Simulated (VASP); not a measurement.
Set up this calculation in VASP 6.6.1, as the native input.

```
Task                   : single point
Functional             : PBE
Potentials or basis    : VASP PAW PBE potentials, release 64 (Ba_sv, Au)
Cutoff                 : 520 eV
k mesh                 : 6 × 6 × 6
Occupations            : gaussian, width 0.1 eV
Spin                   : no spin polarisation
Dipole correction      : no
Further INCAR settings : ALGO = Normal; EDIFF = 1e-06; NBANDS = 34
```

The structure of Ba2Au3 lies in POSCAR:

```
Ba2Au3
1.0
    5.9169015903      0.0000000000      0.0000000000
    0.0000000000      5.9169015903      0.0000000000
    0.0000000000      0.0000000000      5.9169015903
Ba Au
2 3
Direct
    0.5000000000      0.5000000000      0.5000000000
    0.0000000000      0.0000000000      0.0000000000
    0.0000000000      0.5000000000      0.5000000000
    0.5000000000      0.0000000000      0.5000000000
    0.5000000000      0.5000000000      0.0000000000
```

These files were run (other wordings do the same):

INCAR

```
PREC = Accurate
ENCUT = 520
EDIFF = 1E-6
ISMEAR = 0
SIGMA = 0.1
LREAL = F
LASPH = T
NELM = 100
ALGO = Normal
ISIF = 2
LWAVE = F
LCHARG = F
GGA = PE
NBANDS = 34
```

KPOINTS

```
Automatic mesh
0
Gamma
  6 6 6
```

Potentials or basis: VASP PAW PBE potentials, release 64 (Ba_sv, Au).

Command:

```console
$ cat potpaw_PBE.64/Ba_sv/POTCAR potpaw_PBE.64/Au/POTCAR > POTCAR
$ mpirun -np 1 vasp_std > vasp.out
```

Results of the run:

| Item | Value |
| --- | --- |
| Pressure | 0.5 GPa |

Run time: 110 s on 1 thread of Intel(R) Xeon(R) Platinum 8259CL CPU @ 2.50GHz (Skylake/Cascade Lake), with other jobs on the host, peak memory 0.38 GiB.
